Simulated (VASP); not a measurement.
# HC16 (a cell with a defect) in VASP: notebook

Runs on HC16 (a cell with a defect). Level: PBE+D3(BJ). Tasks: single point.

Program: VASP 6.6.1. These are calculated values, not measurements. Logs are shortened: lines on timing, memory, paths and dates and some standing lists are left out, and cuts for length are marked.

### 1 The cell of the first run

The cell holds a defect, 17 atoms: a = 5.049 Å, b = 5.049 Å, c = 5.049 Å, α = 60.00°, β = 60.00°, γ = 60.00°.

### 2 Single point, PBE+D3(BJ)

INCAR reads:

```
ALGO = Normal
EDIFF = 1E-7
ENCUT = 520
GGA = PE
ISIF = 2
ISMEAR = 0
IVDW = 12
LASPH = True
LCHARG = True
LELF = True
LREAL = Auto
LVHAR = True
LWAVE = False
NBANDS = 46
NELECT = 64.0
NELM = 100
PREC = Accurate
SIGMA = 0.05
```

KPOINTS reads:

```
k-points
0
Gamma
  3 3 3
```

POSCAR reads:

```
HC16
1.0
    0.0000000000      3.5700000000      3.5700000000
    3.5700000000      0.0000000000      3.5700000000
    3.5700000000      3.5700000000      0.0000000000
C H
16 1
Direct
   -0.0061766106      0.0031768908     -0.0076270308
    0.1191110644      0.1246452381      0.1200404762
   -0.0002183473      0.0010850140      0.4933141457
    0.1232400560      0.1254148459      0.6187529412
    0.0282802521      0.4873317927     -0.0101158263
    0.1195743697      0.6286592437      0.1200687675
   -0.0001235294      0.4986431373      0.4934355742
    0.1371208683      0.6247805322      0.6060718487
    0.4900676471      0.0066315126     -0.0039281513
    0.6196537815      0.1257285714      0.1215764706
    0.4972330532      0.0005142857      0.4946352941
    0.6238801120      0.1234456583      0.6189263305
    0.4906647059      0.4999252101     -0.0039938375
    0.5901156863      0.6353159664      0.1316798319
    0.5058732493      0.4962584034      0.4948074230
    0.6241182073      0.6266425770      0.6190184874
    0.8165270308      0.6495721289      0.8860460784
```

Potentials or basis: VASP PAW PBE potentials, release 64 (C, H).

Run with:

```bash
$ cat potpaw_PBE.64/C/POTCAR potpaw_PBE.64/H/POTCAR > POTCAR
$ mpirun -np 1 vasp_std > vasp.out
```

OUTCAR:

```text
EDIFF = 1E-7
   ENCUT = 520
   GGA = PE
   ISIF = 2
   ISMEAR = 0
   IVDW = 12
   LASPH = True
   LREAL = Auto
   NELECT = 64.0
   NELM = 100
   PREC = Accurate
 IVDW          = 12

 ion  position               nearest neighbor table
   1  0.994  0.003  0.992-   4 1.54  10 1.54   2 1.54   6 1.54
   2  0.119  0.125  0.120-   5 1.50   9 1.53   3 1.54   1 1.54
   3  1.000  0.001  0.493-   4 1.54   2 1.54  12 1.55   8 1.55
   4  0.123  0.125  0.619-   3 1.54   7 1.54   1 1.54  11 1.54
   5  0.028  0.487  0.990-  17 1.16   2 1.50   6 1.50   8 1.58  14 1.81
   6  0.120  0.629  0.120-   5 1.50  13 1.53   7 1.54   1 1.54
   7  1.000  0.499  0.493-   4 1.54   6 1.54  16 1.55   8 1.55
   8  0.137  0.625  0.606-  15 1.52   7 1.55   3 1.55   5 1.58
   9  0.490  0.007  0.996-   2 1.53  14 1.53  10 1.54  12 1.56
  10  0.620  0.126  0.122-  11 1.54   1 1.54  13 1.54   9 1.54
  11  0.497  0.001  0.495-  10 1.54  12 1.54  16 1.54   4 1.54
  12  0.624  0.123  0.619-  15 1.54  11 1.54   3 1.55   9 1.56
  13  0.491  0.500  0.996-   6 1.53  14 1.53  10 1.54  16 1.55
  14  0.590  0.635  0.132-  17 1.19  15 1.51  13 1.53   9 1.53   5 1.81
  15  0.506  0.496  0.495-  14 1.51   8 1.52  12 1.54  16 1.54
  16  0.624  0.627  0.619-  15 1.54  11 1.54   7 1.55  13 1.55
  17  0.817  0.650  0.886-   5 1.16  14 1.19

  LATTYP: Found a face centered cubic cell.
 ALAT       =     7.1400000000

  Lattice vectors:

 A1 = (   0.0000000000,   3.5700000000,   3.5700000000)
 A2 = (   3.5700000000,   0.0000000000,   3.5700000000)
 A3 = (   3.5700000000,   3.5700000000,   0.0000000000)

Analysis of symmetry for initial positions (statically):
=====================================================================
 Subroutine PRICEL returns:
 Original cell was already a primitive cell.

 Routine SETGRP: Setting up the symmetry group for a
 face centered cubic supercell.

 Subroutine GETGRP returns: Found  1 space group operations
 (whereof  1 operations were pure point group operations)
 out of a pool of 48 trial point group operations.

The static configuration has the point symmetry C_1 .

Analysis of symmetry for dynamics (positions and initial velocities):
=====================================================================
 Subroutine PRICEL returns:
 Original cell was already a primitive cell.

 Routine SETGRP: Setting up the symmetry group for a
 face centered cubic supercell.

 Subroutine GETGRP returns: Found  1 space group operations
 (whereof  1 operations were pure point group operations)
 out of a pool of 48 trial point group operations.

The dynamic configuration has the point symmetry C_1 .

 Subroutine INISYM returns: Found  1 space group operations
 (whereof  1 operations are pure point group operations),
 and found     1 'primitive' translations

----------------------------------------------------------------------------------------

                                     Primitive cell

  volume of cell :      90.9986

  direct lattice vectors                    reciprocal lattice vectors
     0.000000000  3.570000000  3.570000000    -0.140056022  0.140056022  0.140056022
     3.570000000  0.000000000  3.570000000     0.140056022 -0.140056022  0.140056022
     3.570000000  3.570000000  0.000000000     0.140056022  0.140056022 -0.140056022

  length of vectors
     5.048742418  5.048742418  5.048742418     0.242584147  0.242584147  0.242584147

  position of ions in fractional coordinates (direct lattice)
     0.993823389  0.003176891  0.992372969
     0.119111064  0.124645238  0.120040476
     0.999781653  0.001085014  0.493314146
     0.123240056  0.125414846  0.618752941
     0.028280252  0.487331793  0.989884174
     0.119574370  0.628659244  0.120068768
[... 9 lines left out ...]
     0.624118207  0.626642577  0.619018487
     0.816527031  0.649572129  0.886046078

  ion indices of the primitive-cell ions
   primitive index   ion index
                 1           1
                 2           2
                 3           3
                 4           4
                 5           5
                 6           6
[... 9 lines left out ...]
                16          16
                17          17

----------------------------------------------------------------------------------------

 KPOINTS: k-points

Automatic generation of k-mesh.
 Grid dimensions read from file:
 generate k-points for:    3    3    3

 Generating k-lattice:

  Cartesian coordinates                     Fractional coordinates (reciprocal lattice)
    -0.046685341  0.046685341  0.046685341     0.333333333  0.000000000  0.000000000
     0.046685341 -0.046685341  0.046685341     0.000000000  0.333333333  0.000000000
     0.046685341  0.046685341 -0.046685341     0.000000000  0.000000000  0.333333333

  Length of vectors
     0.080861382  0.080861382  0.080861382

  Shift w.r.t. Gamma in fractional coordinates (k-lattice)
     0.000000000  0.000000000  0.000000000

 Subroutine IBZKPT returns following result:
 ===========================================

 Found     14 irreducible k-points:

 Following reciprocal coordinates:
            Coordinates               Weight
  0.000000  0.000000  0.000000      1.000000
  0.333333  0.000000  0.000000      2.000000
  0.000000  0.333333  0.000000      2.000000
  0.000000  0.000000  0.333333      2.000000
  0.333333  0.333333  0.333333      2.000000
  0.333333  0.333333  0.000000      2.000000
  0.000000  0.333333  0.333333      2.000000
  0.333333  0.000000  0.333333      2.000000
 -0.333333  0.333333  0.000000      2.000000
  0.000000 -0.333333  0.333333      2.000000
  0.333333  0.000000 -0.333333      2.000000
  0.333333  0.333333 -0.333333      2.000000
 -0.333333  0.333333 -0.333333      2.000000
  0.333333 -0.333333 -0.333333      2.000000
   k-points           NKPTS =     14   k-points in BZ     NKDIM =     14   number of bands    NBANDS=     46
   number of dos      NEDOS =    301   number of ions     NIONS =     17
   total plane-waves  NPLWV =  64000
   dimension x,y,z NGX =    40 NGY =   40 NGZ =   40
   dimension x,y,z NGXF=    80 NGYF=   80 NGZF=   80
   ions per type =              16   1
   NGX,Y,Z   is equivalent  to a cutoff of  13.17, 13.17, 13.17 a.u.
   NGXF,Y,Z  is equivalent  to a cutoff of  26.34, 26.34, 26.34 a.u.
 SYSTEM =  unknown system
   PREC   = accura    normal or accurate (medium, high low for compatibility)
   ISTART =      0    job   : 0-new  1-cont  2-samecut
   ICHARG =      2    charge: 1-file 2-atom 10-const
   ISPIN  =      1    spin polarized calculation?
   LNONCOLLINEAR =      F non collinear calculations
   LSORBIT =      F    spin-orbit coupling
   LASPH  =      T    aspherical Exc in radial PAW
   ENCUT  =  520.0 eV  38.22 Ry    6.18 a.u.   9.39  9.39  9.39*2*pi/ulx,y,z
   NELM   =    100;   NELMIN=  2; NELMDL= -5     # of ELM steps
   EDIFF  = 0.1E-06   stopping-criterion for ELM
   LREAL  =      T    real-space projection
   EDIFFG = 0.1E-05   stopping-criterion for IOM
   NSW    =      0    number of steps for IOM
   IBRION =     -1    ionic relax: 0-MD 1-quasi-New 2-CG
   NFREE  =      0    steps in history (QN), initial steepest desc. (CG)
   ISIF   =      2    stress and relaxation
   ISYM   =      2    0-nonsym 1-usesym 2-fastsym
   POTIM  = 0.5000    time-step for ionic-motion
   TEBEG  =    0.0;   TEEND  =   0.0 temperature during run
   PSTRESS=    0.0 pullay stress
   NELECT =      64.0000    total number of electrons
   NUPDOWN=      -1.0000    fix difference up-down
   EMIN   =  10.00;   EMAX   =-10.00  energy-range for DOS
   EFERMI =   0.00;   METHOD = LEGACY
   ISMEAR =     0;   SIGMA  =   0.05  broadening in eV -4-tet -1-fermi 0-gaus
   EFERMI_NEDOS =   21; number of points for ismear=-14 and -15
   IALGO  =     38    algorithm
   IMIX   =      4    mixing-type and parameters
     AMIX     =   0.40;   BMIX     =  1.00
     AMIX_MAG =   1.60;   BMIX_MAG =  1.00
  volume/ion in A,a.u.               =       5.35        36.12
  Fermi-wavevector in a.u.,A,eV,Ry     =   1.455872  2.751200 28.838420  2.119564
  Thomas-Fermi vector in A             =   2.572856
   LORBIT       =      0    0 simple, 1 ext, 2 COOP (PROOUT), +10 PAW based schemes
   GGA     = PE    functional components
   LHFCALC =     F    Hartree Fock is set to
   AEXX    =    0.0000 exact exchange contribution
   IVDW    =    12    specifies the selected vdW correction
   LEPSILON=     F    determine dielectric tensor
   LRPA    =     F    only Hartree local field effects (RPA)
 non-spin polarized calculation
 Gauss-broadening in eV      SIGMA  =   0.05
  energy-cutoff  :      520.00
  volume of cell :       91.00
 maximum number of plane-waves:      2453
 NGX is ok and might be reduce to    40
   NGX = 19   NGY = 19   NGZ = 19

 number of electron      64.0000001 magnetization

 Free energy of the ion-electron system (eV)
  ---------------------------------------------------
  ext. energy  EPLUGINS =         0.00000000
  ---------------------------------------------------
  free energy    TOTEN  =      -155.21310086 eV

  energy without entropy =     -155.21310086  energy(sigma->0) =     -155.21310086

 E-fermi :  10.1772     XC(G=0): -13.2407

 val. band max:        9.9014044425   @ k =   0.0000   0.0000   0.0000
 cond. band min:      12.3655923627   @ k =   0.0000   0.0000   0.0000
 fundamental gap:      2.4641879202
 Fermi energy:        10.1771631159

 k-point     1 :       0.0000    0.0000    0.0000
  band No.  band energies     occupation
      1     -11.9925      2.00000
      2      -6.9580      2.00000
      3      -6.0193      2.00000
      4      -5.9454      2.00000
      5      -5.8813      2.00000
      6      -4.7797      2.00000
[... 36 lines left out ...]
     43      17.7943      0.00000
     44      17.9981      0.00000

 k-point     2 :       0.3333    0.0000    0.0000
  band No.  band energies     occupation
      1     -11.2464      2.00000
      2      -9.0148      2.00000
      3      -6.8961      2.00000
      4      -6.0108      2.00000
      5      -5.9109      2.00000
      6      -5.1858      2.00000
[... 556 lines left out ...]
 k-point    14 :       0.3333   -0.3333   -0.3333
  band No.  band energies     occupation
      1     -10.2600      2.00000
      2      -9.2973      2.00000
      3      -8.8328      2.00000
      4      -7.0139      2.00000
      5      -6.7150      2.00000
      6      -4.5621      2.00000
[... 36 lines left out ...]
     43      19.2568      0.00000
     44      19.4124      0.00000
 [bands above 44 left out]

------------------------ aborting loop because EDIFF is reached ----------------------------------------

 Edisp (eV)   -3.23259

 E8    (eV) :    -0.9205

  FORCE on cell =-STRESS in cart. coord.  units (eV):
  Direction    XX          YY          ZZ          XY          YZ          ZX
  --------------------------------------------------------------------------------------
  -------------------------------------------------------------------------------------
  Total      -8.63384    -9.17529    -8.64813    -2.34376     2.34930    -2.94062
  in kB    -152.01265  -161.54579  -152.26430   -41.26570    41.36322   -51.77443
  external pressure =     -155.27 kB  Pullay stress =        0.00 kB

 VOLUME and BASIS-vectors are now :
 -----------------------------------------------------------------------------
  energy-cutoff  :      520.00
  volume of cell :       91.00
      direct lattice vectors                 reciprocal lattice vectors
     0.000000000  3.570000000  3.570000000    -0.140056022  0.140056022  0.140056022
     3.570000000  0.000000000  3.570000000     0.140056022 -0.140056022  0.140056022
     3.570000000  3.570000000  0.000000000     0.140056022  0.140056022 -0.140056022

 POSITION                                       TOTAL-FORCE (eV/Angst)
 -----------------------------------------------------------------------------------
      3.55411      7.09072      3.55929        -0.002534     -0.000313     -0.001359
      0.87353      0.85377      0.87021        -0.005820     -0.003125     -0.009076
      1.76501      5.33035      3.57309        -0.001406     -0.000835     -0.004279
      2.65668      2.64892      0.88770        -0.000087      0.001588      0.002552
      5.27366      3.63485      1.84073        -0.001857      0.015259     -0.001051
      2.67296      0.85553      2.67119         0.004728      0.006759      0.000476
[... 9 lines left out ...]
      4.44701      4.43800      4.46522         0.000607      0.006225      0.001512
      5.48216      6.07819      5.23397        -0.000507     -0.023952      0.014663
 -----------------------------------------------------------------------------------
    total drift:                                0.003752      0.015321      0.001221

  FREE ENERGIE OF THE ION-ELECTRON SYSTEM (eV)
  ---------------------------------------------------
  free  energy   TOTEN  =      -158.4456869015 eV

  energy  without entropy=     -158.4456869015  energy(sigma->0) =     -158.44568690
```

It took 83 s on 1 thread of AMD EPYC 9R45 (Zen 5), shared host; peak memory 0.22 GiB.

What came out:

```yaml
Free_energy: -158.4457 eV
Largest_force: 0.028 eV/Å
Dispersion_energy_per_atom: -0.190 eV
```

Forces in eV/Å, atoms in the order of the input:
```
C   -0.003  0.000 -0.001
C   -0.006 -0.003 -0.009
C   -0.001 -0.001 -0.004
C    0.000  0.002  0.003
C   -0.002  0.015 -0.001
C    0.005  0.007  0.000
C    0.001  0.000 -0.005
C    0.003 -0.009  0.001
C    0.002 -0.004  0.006
C   -0.001  0.001  0.003
C    0.001  0.001 -0.004
C    0.002  0.001  0.003
C   -0.015  0.000 -0.003
C    0.012 -0.001 -0.007
C    0.000  0.010  0.002
C    0.001  0.006  0.002
H   -0.001 -0.024  0.015
```

Caveat: the k points lie up to 0.51 Å⁻¹ apart; the cell carries a net charge on a neutralising background, which shifts energy and pressure; the cell is charged against a uniform background, so pressure and absolute levels hang on convention.

[end of part 1 of 2]
